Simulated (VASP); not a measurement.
# Hf (Im-3m) in VASP: settings compared

Hf is run at these levels: LDA, RPBE, RPBE+D3(BJ), PBE+D3(BJ); tasks: single point.

Everything below comes from runs of VASP 6.6.1. Logs are shortened: lines on timing, memory, paths and dates and some standing lists are left out, and cuts for length are marked.

## 1. The cell of the first run

It takes space group Im-3m (No. 229, cubic). Conventional cell: a = 3.610 Å, b = 3.610 Å, c = 3.610 Å, α = 90.00°, β = 90.00°, γ = 90.00°. Hf (site symmetry m-3m) has 14 Hf at 3.13 to 3.61 Å within 4.1 Å.

## 2. Single point, LDA, non-collinear spin, zero start, spin-orbit coupling

Contents of INCAR:

```
SYSTEM = Hf
ALGO = Fast ; EDIFF = 1E-6
ENCUT = 520 ; GGA = CA
GGA_COMPAT = .False. ; ISIF = 2
ISMEAR = -1 ; LASPH = .True.
LCHARG = .False. ; LMAXMIX = 4
LORBIT = 11 ; LORBMOM = .True.
LREAL = .False. ; LSORBIT = .True.
LWAVE = .False. ; MAGMOM = 0 0 0
NBANDS = 21 ; NELM = 150
PREC = Accurate ; SIGMA = 0.05
```

Contents of KPOINTS:

```
k-points
0
Gamma
  7 7 7
  0 0 0
```

Contents of POSCAR:

```
Hf
1.0
   -1.8050000000      1.8050000000      1.8050000000
    1.8050000000     -1.8050000000      1.8050000000
    1.8050000000      1.8050000000     -1.8050000000
Hf
1
Direct
    0.0000000000      0.0000000000      0.0000000000
```

Potentials or basis: VASP PAW LDA potentials, release 64 (Hf_pv).

Run with:

```
$ cat potpaw_LDA.64/Hf_pv/POTCAR > POTCAR
$ mpirun -np 1 vasp_ncl > vasp.out
```

OUTCAR:

```text
SYSTEM = Hf
   EDIFF = 1E-6
   ENCUT = 520
   GGA = CA
   ISIF = 2
   ISMEAR = -1
   LASPH = .True.
   LORBIT = 11
   LREAL = .False.
   LSORBIT = .True.
   NELM = 150
   PREC = Accurate

 ion  position               nearest neighbor table
   1  0.000  0.000  0.000-

  LATTYP: Found a body centered cubic cell.
 ALAT       =     3.6100000000

  Lattice vectors:

 A1 = (  -1.8050000000,   1.8050000000,   1.8050000000)
 A2 = (   1.8050000000,  -1.8050000000,   1.8050000000)
 A3 = (   1.8050000000,   1.8050000000,  -1.8050000000)

Analysis of symmetry for initial positions (statically):
=====================================================================
 Subroutine PRICEL returns:
 Original cell was already a primitive cell.

 Routine SETGRP: Setting up the symmetry group for a
 body centered cubic supercell.

 Subroutine GETGRP returns: Found 48 space group operations
[... 9 lines left out ...]

 Routine SETGRP: Setting up the symmetry group for a
 body centered cubic supercell.

 Subroutine GETGRP returns: Found 48 space group operations
 (whereof 48 operations were pure point group operations)
 out of a pool of 48 trial point group operations.

The dynamic configuration has the point symmetry O_h .

Analysis of structural, dynamic, and magnetic symmetry:
=====================================================================
 Subroutine PRICEL returns:
 Original cell was already a primitive cell.

 Routine SETGRP: Setting up the symmetry group for a
 body centered cubic supercell.

 Subroutine GETGRP returns: Found 48 space group operations
 (whereof 48 operations were pure point group operations)
 out of a pool of 48 trial point group operations.

The overall configuration has the point symmetry O_h .

 Subroutine INISYM returns: Found 48 space group operations
[... 5 lines left out ...]
                                     Primitive cell

  volume of cell :      23.5229

  direct lattice vectors                    reciprocal lattice vectors
    -1.805000000  1.805000000  1.805000000     0.000000000  0.277008310  0.277008310
     1.805000000 -1.805000000  1.805000000     0.277008310  0.000000000  0.277008310
     1.805000000  1.805000000 -1.805000000     0.277008310  0.277008310  0.000000000

  length of vectors
     3.126351708  3.126351708  3.126351708     0.391748909  0.391748909  0.391748909
[... 126 lines left out ...]

 E-fermi :   4.0932     XC(G=0): -11.2494

 val. band max:        4.0052580020   @ k =  -0.4286   0.4286   0.1429
 cond. band min:       4.1007515979   @ k =  -0.4286  -0.4286   0.1429
 fundamental gap:      0.0954935958
 Fermi energy:         4.0931958739

 k-point     1 :       0.0000    0.0000    0.0000
  band No.  band energies     occupation
      1     -30.6659      1.00000
      2     -30.6659      1.00000
      3     -23.5360      1.00000
      4     -23.5360      1.00000
      5     -23.5360      1.00000
      6     -23.5360      1.00000
[... 469 lines left out ...]
     20      12.8123      0.00000
     21      13.5801      0.00000

------------------------ aborting loop because EDIFF is reached ----------------------------------------

  FORCE on cell =-STRESS in cart. coord.  units (eV):
  Direction    XX          YY          ZZ          XY          YZ          ZX
  --------------------------------------------------------------------------------------
  -------------------------------------------------------------------------------------
  Total       -1.7115638     -1.7115638     -1.7115638     -0.0000000     -0.0000000      0.0000000
  in kB     -116.5767793   -116.5767793   -116.5767793     -0.0000000     -0.0000000      0.0000000
  external PRESSURE =    -116.5767793 kB  Pullay stress =       0.0000000 kB

 VOLUME and BASIS-vectors are now :
 -----------------------------------------------------------------------------
  energy-cutoff  :      520.00
  volume of cell :       23.52
      direct lattice vectors                 reciprocal lattice vectors
    -1.805000000  1.805000000  1.805000000     0.000000000  0.277008310  0.277008310
     1.805000000 -1.805000000  1.805000000     0.277008310  0.000000000  0.277008310
     1.805000000  1.805000000 -1.805000000     0.277008310  0.277008310  0.000000000

 POSITION                                       TOTAL-FORCE (eV/Angst)
 -----------------------------------------------------------------------------------
      0.00000      0.00000      0.00000        -0.000000     -0.000000      0.000000
 -----------------------------------------------------------------------------------
    total drift:                                0.000000      0.000000     -0.000000

  FREE ENERGIE OF THE ION-ELECTRON SYSTEM (eV)
  ---------------------------------------------------
  free  energy   TOTEN  =       -11.1176741193 eV

  energy  without entropy=      -11.0972300055  energy(sigma->0) =      -11.10745206

 orbital moment (x)

 # of ion     p       d       tot
 ----------------------------------------
  1         0.000   0.000   0.000
 ----------------------------------------
            0.000   0.000   0.000

 orbital moment (y)

 # of ion     p       d       tot
 ----------------------------------------
  1         0.000  -0.000  -0.000
 ----------------------------------------
            0.000  -0.000  -0.000

 orbital moment (z)

 # of ion     p       d       tot
 ----------------------------------------
  1         0.000   0.000   0.000
 ----------------------------------------
            0.000   0.000   0.000

 Spin-Orbit-Coupling matrix elements

 Ion:    1  E_soc:     -1.4020465
 l=   1
     0.0000000    -0.2246452    -0.2246452
    -0.2246452     0.0000000    -0.2246452
    -0.2246452    -0.2246452     0.0000000
 l=   2
     0.0000000    -0.0015559     0.0000000    -0.0015559    -0.0074734
    -0.0015559     0.0000000    -0.0056050    -0.0015559    -0.0018683
     0.0000000    -0.0056050     0.0000000    -0.0056050     0.0000000
    -0.0015559    -0.0015559    -0.0056050     0.0000000    -0.0018683
    -0.0074734    -0.0018683     0.0000000    -0.0018683     0.0000000
 l=   3
     0.0000000     0.0000000     0.0000000     0.0000000     0.0000000     0.0000000     0.0000000
     0.0000000     0.0000000     0.0000000     0.0000000     0.0000000     0.0000000     0.0000000
     0.0000000     0.0000000     0.0000000     0.0000000     0.0000000     0.0000000     0.0000000
     0.0000000     0.0000000     0.0000000     0.0000000     0.0000000     0.0000000     0.0000000
     0.0000000     0.0000000     0.0000000     0.0000000     0.0000000     0.0000000     0.0000000
     0.0000000     0.0000000     0.0000000     0.0000000     0.0000000     0.0000000     0.0000000
     0.0000000     0.0000000     0.0000000     0.0000000     0.0000000     0.0000000     0.0000000

 total charge

# of ion       s       p       d       tot
------------------------------------------
    1        0.377   6.409   1.547   8.333

 magnetization (x)

# of ion       s       p       d       tot
------------------------------------------
    1        0.000  -0.000   0.000   0.000

 magnetization (y)

# of ion       s       p       d       tot
------------------------------------------
    1        0.000   0.000   0.000   0.000

 magnetization (z)

# of ion       s       p       d       tot
------------------------------------------
    1        0.000   0.000   0.000   0.000
```

OSZICAR:

```text
N       E                     dE             d eps       ncg     rms          rms(c)
DAV:   1     0.275552199023E+02    0.27555E+02   -0.51240E+03   840   0.878E+02
DAV:   2    -0.103208769505E+02   -0.37876E+02   -0.36579E+02  1049   0.229E+02
DAV:   3    -0.115361342315E+02   -0.12153E+01   -0.11994E+01  1033   0.266E+01
DAV:   4    -0.115446109136E+02   -0.84767E-02   -0.84740E-02  1006   0.259E+00
DAV:   5    -0.115446994721E+02   -0.88558E-04   -0.88557E-04  1008   0.227E-01    0.514E+01
RMM:   6    -0.112224093283E+02    0.32229E+00   -0.23062E-01   863   0.316E+00    0.300E+01
RMM:   7    -0.111206212623E+02    0.10179E+00   -0.22389E-01   900   0.324E+00    0.151E+01
RMM:   8    -0.111223057860E+02   -0.16845E-02   -0.59171E-02   951   0.179E+00    0.997E-01
RMM:   9    -0.111180016426E+02    0.43041E-02   -0.21339E-02   900   0.989E-01    0.477E-01
RMM:  10    -0.111176621605E+02    0.33948E-03   -0.12972E-03  1017   0.275E-01    0.138E-01
RMM:  11    -0.111176698853E+02   -0.77248E-05   -0.14140E-04  1114   0.735E-02    0.776E-02
RMM:  12    -0.111176746350E+02   -0.47497E-05   -0.18223E-05  1206   0.269E-02    0.609E-02
RMM:  13    -0.111176741193E+02    0.51573E-06   -0.71791E-06  1038   0.196E-02
   1 F= -.11117674E+02 E0= -.11107452E+02  d E =-.204441E-01  mag=     0.0000     0.0000    -0.0000
```

Wall time 35 s (1 thread of Intel Xeon 8259CL, shared host); peak memory 0.17 GiB.

What came out:

| Property | Result |
| --- | --- |
| Free energy | -11.1177 eV |
| Pressure | -11.7 GPa |
| Net moment | 0.00 μB per cell |
| Valence electrons inside the program's atomic spheres | Hf 8.33 |

Moments on the atoms (μB; x, y, z):
```
Hf  0.00 0.00 0.00
```

## 3. Single point, RPBE

Contents of INCAR:

```
PREC     = Accurate       # precision mode
ENCUT    = 520            # plane-wave cutoff, eV
EDIFF    = 1E-6           # SCF threshold, eV
ISMEAR   = 0              # smearing method
SIGMA    = 0.02           # smearing width, eV
LREAL    = False          # projectors in reciprocal space
LASPH    = True           # aspherical terms in the spheres
NELM     = 60             # most SCF steps
ALGO     = Fast           # electronic algorithm
ISIF     = 2              # what is computed and relaxed
LWAVE    = False          # write WAVECAR
LCHARG   = False          # write CHGCAR
GGA      = RP             # functional
NBANDS   = 11             # bands
```

Contents of KPOINTS:

```
regular mesh
0
Gamma
  10 10 10
```

Contents of POSCAR:

```
Hf
1.0
    3.1263517100      0.0000000000      0.0000000000
   -1.0421172364      2.9475526594      0.0000000000
   -1.0421172364     -1.4737763292      2.5526554823
Hf
1
Direct
    0.0000000000      0.0000000000      0.0000000000
```

Potentials or basis: VASP PAW PBE potentials, release 64 (Hf_pv).

Run with:

```
$ cat potpaw_PBE.64/Hf_pv/POTCAR > POTCAR
$ mpirun -np 1 vasp_std > vasp.out
```

OUTCAR:

```text
PREC = Accurate
   ENCUT = 520
   EDIFF = 1E-6
   ISMEAR = 0
   LREAL = False
   LASPH = True
   NELM = 60
   ISIF = 2
   GGA = RP

 ion  position               nearest neighbor table
   1  0.000  0.000  0.000-

  LATTYP: Found a body centered cubic cell.
 ALAT       =     3.6100000026

  Lattice vectors:

 A1 = (   3.1263517100,   0.0000000000,   0.0000000000)
 A2 = (  -1.0421172364,   2.9475526594,   0.0000000000)
 A3 = (  -1.0421172364,  -1.4737763292,   2.5526554823)

[... 506 lines left out ...]
      3     -25.7851      2.00000
      4       0.2974      2.00000
      5       4.5780      0.00000
      6       4.8133      0.00000
      7       7.2327      0.00000
      8       8.6035      0.00000
      9       9.2263      0.00000
     10      16.0368      0.00000
     11      18.2474      0.00000

 [... further k-points ...]
[... 5 lines left out ...]
  --------------------------------------------------------------------------------------
  -------------------------------------------------------------------------------------
  Total       -0.3967398     -0.3967398     -0.3967398     -0.0000000     -0.0000000     -0.0000000
  in kB      -27.0224543    -27.0224543    -27.0224543     -0.0000000     -0.0000000     -0.0000000
  external PRESSURE =     -27.0224543 kB  Pullay stress =       0.0000000 kB

 VOLUME and BASIS-vectors are now :
 -----------------------------------------------------------------------------
  energy-cutoff  :      520.00
  volume of cell :       23.52
      direct lattice vectors                 reciprocal lattice vectors
     3.126351710  0.000000000  0.000000000     0.319861645  0.113088169  0.195874454
    -1.042117236  2.947552659  0.000000000     0.000000000  0.339264507  0.195874454
    -1.042117236 -1.473776329  2.552655482     0.000000000  0.000000000  0.391748909

 POSITION                                       TOTAL-FORCE (eV/Angst)
 -----------------------------------------------------------------------------------
      0.00000      0.00000      0.00000         0.000000     -0.000000      0.000000
 -----------------------------------------------------------------------------------
    total drift:                                0.000000      0.000000     -0.000000

  FREE ENERGIE OF THE ION-ELECTRON SYSTEM (eV)
  ---------------------------------------------------
  free  energy   TOTEN  =        -9.3153007044 eV

  energy  without entropy=       -9.3147668011  energy(sigma->0) =       -9.31503375
```

OSZICAR:

```text
N       E                     dE             d eps       ncg     rms          rms(c)
DAV:   1     0.143292797573E+02    0.14329E+02   -0.55623E+03  1042   0.829E+02
DAV:   2    -0.909628345224E+01   -0.23426E+02   -0.22568E+02  1286   0.158E+02
DAV:   3    -0.966688712931E+01   -0.57060E+00   -0.56818E+00  1274   0.163E+01
DAV:   4    -0.966932726089E+01   -0.24401E-02   -0.24398E-02  1162   0.128E+00
DAV:   5    -0.966934187801E+01   -0.14617E-04   -0.14616E-04  1292   0.895E-02    0.440E+01
RMM:   6    -0.940019283306E+01    0.26915E+00   -0.18809E-01  1051   0.300E+00    0.254E+01
RMM:   7    -0.931928258346E+01    0.80910E-01   -0.37097E-01  1143   0.430E+00    0.102E+00
RMM:   8    -0.931494749084E+01    0.43351E-02   -0.26611E-02  1112   0.137E+00    0.860E-01
RMM:   9    -0.931525367767E+01   -0.30619E-03   -0.31237E-03  1288   0.465E-01    0.120E-01
RMM:  10    -0.931529923768E+01   -0.45560E-04   -0.46358E-04  1368   0.189E-01    0.185E-01
RMM:  11    -0.931529952012E+01   -0.28244E-06   -0.83301E-05  1323   0.723E-02    0.168E-02
RMM:  12    -0.931530051627E+01   -0.99615E-06   -0.10840E-05  1290   0.285E-02    0.195E-02
RMM:  13    -0.931530070435E+01   -0.18809E-06   -0.26851E-06   989   0.135E-02
   1 F= -.93153007E+01 E0= -.93150338E+01  d E =-.533903E-03
```

Run time: 36 s. Hardware: 1 thread of AMD EPYC 7R13, shared host; peak memory 0.11 GiB.

What came out:

```
Free energy            : -9.3153 eV
Pressure               : -2.7 GPa
Band gap on the k mesh : zero (band 5 reaches 5.86 eV, above the bottom of band 6 at 3.64 eV)
```

Caveat: the PAW data sets were made with another functional, which shifts forces and pressure a little; spin-orbit coupling is left out, which moves the levels of the heavy elements.

(Part 1 of 2 ends here.)
